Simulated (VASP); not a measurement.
# CdSe (P6_3mc) in VASP: single point with PBE

Aim: the single point of CdSe with PBE.

All numbers are computed with VASP 6.6.1; they aren't measurements. Logs are shortened: lines on timing, memory, paths and dates and some standing lists are left out, and cuts for length are marked.

### Step 1. The cell of the first run

Symmetry: P6_3mc, No. 186, hexagonal system. Conventional cell: a = 4.383 Å, b = 4.383 Å, c = 7.147 Å, α = 90.00°, β = 90.00°, γ = 120.00°. Within 3.5 Å of Cd (site symmetry 3m) lie 4 Se at 2.68 to 2.69 Å. Se (site symmetry 3m) has 4 Cd at 2.68 to 2.69 Å within 3.5 Å.

### Step 2. Single point, PBE (29.73 Å³/atom)

Input file INCAR:

```
SYSTEM = CdSe
  PREC = Accurate
  ENCUT = 520
  EDIFF = 1E-7
  ISMEAR = -1
  SIGMA = 0.02
  LREAL = .FALSE.
  LASPH = .TRUE.
  NELM = 100
  ALGO = Normal
  ISIF = 2
  LWAVE = .FALSE.
  LCHARG = .TRUE.
  GGA = PE
  LELF = .TRUE.
  LVHAR = .TRUE.
  NBANDS = 26
```

Input file KPOINTS:

```
regular mesh
0
G
  12 12 6
  0 0 0
```

Input file POSCAR:

```
CdSe
1.0
    4.3833155236      0.0000000000      0.0000000000
   -2.1916577618      3.7960625962      0.0000000000
    0.0000000000      0.0000000000      7.1474858852
Cd Se
2 2
Direct
    0.3333333333      0.6666666667      0.0004794859
    0.6666666667      0.3333333333      0.5004794859
    0.3333333333      0.6666666667      0.3763105141
    0.6666666667      0.3333333333      0.8763105141
```

Potentials or basis: VASP PAW PBE potentials, release 64 (Cd, Se).

Command:

```console
$ cat potpaw_PBE.64/Cd/POTCAR potpaw_PBE.64/Se/POTCAR > POTCAR
$ mpirun -np 1 vasp_std > vasp.out
```

OUTCAR:

```text
SYSTEM = CdSe
   PREC = Accurate
   ENCUT = 520
   EDIFF = 1E-7
   ISMEAR = -1
   LREAL = .FALSE.
   LASPH = .TRUE.
   NELM = 100
   ISIF = 2
   GGA = PE

 ion  position               nearest neighbor table
   1  0.333  0.667  0.000-   4 2.68   4 2.68   4 2.68   3 2.69
   2  0.667  0.333  0.500-   3 2.68   3 2.68   3 2.68   4 2.69
   3  0.333  0.667  0.376-   2 2.68   2 2.68   2 2.68   1 2.69
   4  0.667  0.333  0.876-   1 2.68   1 2.68   1 2.68   2 2.69

  LATTYP: Found a hexagonal cell.
 ALAT       =     4.3833155236
 C/A-ratio  =     1.6306117702

  Lattice vectors:

 A1 = (   4.3833155236,   0.0000000000,   0.0000000000)
 A2 = (  -2.1916577618,   3.7960625962,   0.0000000000)
 A3 = (   0.0000000000,   0.0000000000,   7.1474858852)

Analysis of symmetry for initial positions (statically):
=====================================================================
 Subroutine PRICEL returns:
 Original cell was already a primitive cell.

 Routine SETGRP: Setting up the symmetry group for a
 hexagonal supercell.

 Subroutine GETGRP returns: Found 12 space group operations
 (whereof  6 operations were pure point group operations)
 out of a pool of 24 trial point group operations.

The static configuration has the point symmetry C_3v.
 The point group associated with its full space group is C_6v.

Analysis of symmetry for dynamics (positions and initial velocities):
=====================================================================
 Subroutine PRICEL returns:
 Original cell was already a primitive cell.

 Routine SETGRP: Setting up the symmetry group for a
 hexagonal supercell.

 Subroutine GETGRP returns: Found 12 space group operations
 (whereof  6 operations were pure point group operations)
 out of a pool of 24 trial point group operations.

The dynamic configuration has the point symmetry C_3v.
 The point group associated with its full space group is C_6v.

 Subroutine INISYM returns: Found 12 space group operations
 (whereof  6 operations are pure point group operations),
 and found     1 'primitive' translations

----------------------------------------------------------------------------------------

                                     Primitive cell

  volume of cell :     118.9294

  direct lattice vectors                    reciprocal lattice vectors
     4.383315524  0.000000000  0.000000000     0.228137809  0.131715425  0.000000000
    -2.191657762  3.796062596  0.000000000     0.000000000  0.263430851  0.000000000
     0.000000000  0.000000000  7.147485885     0.000000000  0.000000000  0.139909335

  length of vectors
     4.383315524  4.383315524  7.147485885     0.263430851  0.263430851  0.139909335

  position of ions in fractional coordinates (direct lattice)
     0.333333333  0.666666667  0.000479486
     0.666666667  0.333333333  0.500479486
     0.333333333  0.666666667  0.376310514
     0.666666667  0.333333333  0.876310514

  ion indices of the primitive-cell ions
   primitive index   ion index
                 1           1
                 2           2
                 3           3
                 4           4

----------------------------------------------------------------------------------------

 KPOINTS: regular mesh

Automatic generation of k-mesh.
 Grid dimensions read from file:
 generate k-points for:   12   12    6

 Generating k-lattice:

  Cartesian coordinates                     Fractional coordinates (reciprocal lattice)
     0.019011484  0.010976285  0.000000000     0.083333333  0.000000000  0.000000000
     0.000000000  0.021952571  0.000000000     0.000000000  0.083333333  0.000000000
     0.000000000  0.000000000  0.023318223     0.000000000  0.000000000  0.166666667

  Length of vectors
     0.021952571  0.021952571  0.023318223

  Shift w.r.t. Gamma in fractional coordinates (k-lattice)
     0.000000000  0.000000000  0.000000000

 Subroutine IBZKPT returns following result:
 ===========================================

 Found     76 irreducible k-points:

 Following reciprocal coordinates:
            Coordinates               Weight
  0.000000  0.000000  0.000000      1.000000
  0.083333  0.000000  0.000000      6.000000
  0.166667  0.000000  0.000000      6.000000
  0.250000  0.000000  0.000000      6.000000
  0.333333  0.000000  0.000000      6.000000
  0.416667  0.000000  0.000000      6.000000
[... 16 lines left out ...]
  0.250000  0.000000  0.166667     12.000000
  0.333333  0.000000  0.166667     12.000000
 [... further k-points ...]
   k-points           NKPTS =     76   k-points in BZ     NKDIM =     76   number of bands    NBANDS=     26
   number of dos      NEDOS =    301   number of ions     NIONS =      4
   total plane-waves  NPLWV =  69984
   dimension x,y,z NGX =    36 NGY =   36 NGZ =   54
   dimension x,y,z NGXF=    72 NGYF=   72 NGZF=  108
   ions per type =               2   2
   NGX,Y,Z   is equivalent  to a cutoff of  13.65, 13.65, 12.56 a.u.
   NGXF,Y,Z  is equivalent  to a cutoff of  27.31, 27.31, 25.12 a.u.
 SYSTEM =  CdSe
   PREC   = accura    normal or accurate (medium, high low for compatibility)
   ISTART =      0    job   : 0-new  1-cont  2-samecut
   ICHARG =      2    charge: 1-file 2-atom 10-const
   ISPIN  =      1    spin polarized calculation?
   LNONCOLLINEAR =      F non collinear calculations
   LSORBIT =      F    spin-orbit coupling
   LASPH  =      T    aspherical Exc in radial PAW
   ENCUT  =  520.0 eV  38.22 Ry    6.18 a.u.   8.15  8.15 13.29*2*pi/ulx,y,z
   NELM   =    100;   NELMIN=  2; NELMDL= -5     # of ELM steps
   EDIFF  = 0.1E-06   stopping-criterion for ELM
   LREAL  =      F    real-space projection
   EDIFFG = 0.1E-05   stopping-criterion for IOM
   NSW    =      0    number of steps for IOM
   IBRION =     -1    ionic relax: 0-MD 1-quasi-New 2-CG
   NFREE  =      0    steps in history (QN), initial steepest desc. (CG)
   ISIF   =      2    stress and relaxation
   ISYM   =      2    0-nonsym 1-usesym 2-fastsym
   POTIM  = 0.5000    time-step for ionic-motion
   TEBEG  =    0.0;   TEEND  =   0.0 temperature during run
   PSTRESS=    0.0 pullay stress
   NELECT =      36.0000    total number of electrons
   NUPDOWN=      -1.0000    fix difference up-down
   EMIN   =  10.00;   EMAX   =-10.00  energy-range for DOS
   EFERMI =   0.00;   METHOD = LEGACY
   ISMEAR =    -1;   SIGMA  =   0.02  broadening in eV -4-tet -1-fermi 0-gaus
   EFERMI_NEDOS =   21; number of points for ismear=-14 and -15
   IALGO  =     38    algorithm
   IMIX   =      4    mixing-type and parameters
     AMIX     =   0.40;   BMIX     =  1.00
     AMIX_MAG =   1.60;   BMIX_MAG =  1.00
  volume/ion in A,a.u.               =      29.73       200.64
  Fermi-wavevector in a.u.,A,eV,Ry     =   1.099206  2.077199 16.439299  1.208254
  Thomas-Fermi vector in A             =   2.235597
   LORBIT       =      0    0 simple, 1 ext, 2 COOP (PROOUT), +10 PAW based schemes
   GGA     = PE    functional components
   LHFCALC =     F    Hartree Fock is set to
   AEXX    =    0.0000 exact exchange contribution
   IVDW    =     0    specifies the selected vdW correction
   LEPSILON=     F    determine dielectric tensor
   LRPA    =     F    only Hartree local field effects (RPA)
 non-spin polarized calculation
  energy-cutoff  :      520.00
  volume of cell :      118.93
 maximum number of plane-waves:      3228
 NGX is ok and might be reduce to    36
   NGX = 17   NGY = 17   NGZ = 27

 number of electron      36.0000015 magnetization

 Free energy of the ion-electron system (eV)
  ---------------------------------------------------
  ext. energy  EPLUGINS =         0.00000000
  ---------------------------------------------------
  free energy    TOTEN  =       -10.99541520 eV

  energy without entropy =      -10.99541520  energy(sigma->0) =      -10.99541520

 E-fermi :   0.8043     XC(G=0):  -8.6299

 val. band max:        0.5203799029   @ k =   0.0000   0.0000   0.0000
 cond. band min:       1.0647378588   @ k =   0.0000   0.0000   0.0000
 fundamental gap:      0.5443579559
 Fermi energy:         0.8042755981

 k-point     1 :       0.0000    0.0000    0.0000
  band No.  band energies     occupation
      1     -11.7835      2.00000
      2     -11.4531      2.00000
      3      -7.2373      2.00000
      4      -7.2315      2.00000
      5      -7.2315      2.00000
      6      -7.1735      2.00000
[... 18 lines left out ...]
     25       7.4767      0.00000
     26       8.0296      0.00000

 k-point     2 :       0.0833    0.0000    0.0000
  band No.  band energies     occupation
      1     -11.7644      2.00000
      2     -11.4442      2.00000
      3      -7.2321      2.00000
      4      -7.2247      2.00000
      5      -7.2156      2.00000
      6      -7.1653      2.00000
[... 18 lines left out ...]
     25       7.6318      0.00000
     26       7.9145      0.00000

 k-point     3 :       0.1667    0.0000    0.0000
  band No.  band energies     occupation
      1     -11.7112      2.00000
      2     -11.4208      2.00000
      3      -7.2153      2.00000
      4      -7.2070      2.00000
      5      -7.1714      2.00000
      6      -7.1396      2.00000
[... 18 lines left out ...]
     25       7.6645      0.00000
     26       8.0614      0.00000

 k-point     4 :       0.2500    0.0000    0.0000
  band No.  band energies     occupation
      1     -11.6353      2.00000
      2     -11.3912      2.00000
      3      -7.1946      2.00000
      4      -7.1856      2.00000
      5      -7.1168      2.00000
      6      -7.1046      2.00000
[... 18 lines left out ...]
     25       7.8339      0.00000
     26       8.4210      0.00000

 k-point     5 :       0.3333    0.0000    0.0000
  band No.  band energies     occupation
      1     -11.5537      2.00000
      2     -11.3665      2.00000
      3      -7.1772      2.00000
      4      -7.1683      2.00000
      5      -7.0770      2.00000
      6      -7.0711      2.00000
[... 18 lines left out ...]
     25       8.2991      0.00000
     26       8.5412      0.00000

 k-point     6 :       0.4167    0.0000    0.0000
  band No.  band energies     occupation
      1     -11.4871      2.00000
      2     -11.3549      2.00000
      3      -7.1670      2.00000
      4      -7.1585      2.00000
      5      -7.0477      2.00000
      6      -7.0453      2.00000
[... 427 lines left out ...]
 k-point    21 :       0.0833    0.0000    0.1667
  band No.  band energies     occupation
      1     -11.7427      2.00000
      2     -11.4652      2.00000
      3      -7.2238      2.00000
      4      -7.2215      2.00000
      5      -7.2043      2.00000
      6      -7.1701      2.00000
[... 18 lines left out ...]
     25       7.4999      0.00000
     26       7.7861      0.00000

 k-point    22 :       0.1667    0.0000    0.1667
  band No.  band energies     occupation
      1     -11.6912      2.00000
      2     -11.4395      2.00000
      3      -7.2085      2.00000
      4      -7.2031      2.00000
      5      -7.1633      2.00000
      6      -7.1442      2.00000
[... 18 lines left out ...]
     25       7.7769      0.00000
     26       7.9223      0.00000

 k-point    23 :       0.2500    0.0000    0.1667
  band No.  band energies     occupation
      1     -11.6181      2.00000
      2     -11.4066      2.00000
      3      -7.1899      2.00000
      4      -7.1804      2.00000
      5      -7.1216      2.00000
      6      -7.1103      2.00000
[... 18 lines left out ...]
     25       7.8757      0.00000
     26       8.5280      0.00000

 k-point    24 :       0.3333    0.0000    0.1667
  band No.  band energies     occupation
      1     -11.5401      2.00000
      2     -11.3778      2.00000
      3      -7.1746      2.00000
      4      -7.1616      2.00000
      5      -7.0878      2.00000
      6      -7.0773      2.00000
[... 18 lines left out ...]
     25       8.0493      0.00000
     26       8.8211      0.00000

 [... further k-points ...]
[... 5 lines left out ...]
  --------------------------------------------------------------------------------------
  -------------------------------------------------------------------------------------
  Total        0.1965330      0.1965330      0.2496106      0.0000000      0.0000000      0.0000000
  in kB        2.6476266      2.6476266      3.3626694      0.0000000      0.0000000      0.0000000
  external PRESSURE =       2.8859742 kB  Pullay stress =       0.0000000 kB

 VOLUME and BASIS-vectors are now :
 -----------------------------------------------------------------------------
  energy-cutoff  :      520.00
  volume of cell :      118.93
      direct lattice vectors                 reciprocal lattice vectors
     4.383315524  0.000000000  0.000000000     0.228137809  0.131715425  0.000000000
    -2.191657762  3.796062596  0.000000000     0.000000000  0.263430851  0.000000000
     0.000000000  0.000000000  7.147485885     0.000000000  0.000000000  0.139909335

 POSITION                                       TOTAL-FORCE (eV/Angst)
 -----------------------------------------------------------------------------------
     -0.00000      2.53071      0.00343         0.000000      0.000000     -0.003165
      2.19166      1.26535      3.57717        -0.000000      0.000000     -0.003165
     -0.00000      2.53071      2.68967        -0.000000      0.000000      0.003165
      2.19166      1.26535      6.26342         0.000000     -0.000000      0.003165
 -----------------------------------------------------------------------------------
    total drift:                               -0.000000     -0.000000     -0.000171

  FREE ENERGIE OF THE ION-ELECTRON SYSTEM (eV)
  ---------------------------------------------------
  free  energy   TOTEN  =       -10.9954152004 eV

  energy  without entropy=      -10.9954151973  energy(sigma->0) =      -10.99541520
```

Run time: 2 min. Hardware: 1 thread of Intel Xeon 6975P-C (Granite Rapids), shared host; peak memory 0.38 GiB.

What came out:

* Free energy: -10.9954 eV
* Pressure: 0.3 GPa
* Largest force: 0.003 eV/Å
* Band gap on the k mesh: 0.54 eV

Forces on the atoms (eV/Å):
```
Cd   0.000  0.000 -0.003
Cd   0.000  0.000 -0.003
Se   0.000  0.000  0.003
Se   0.000  0.000  0.003
```
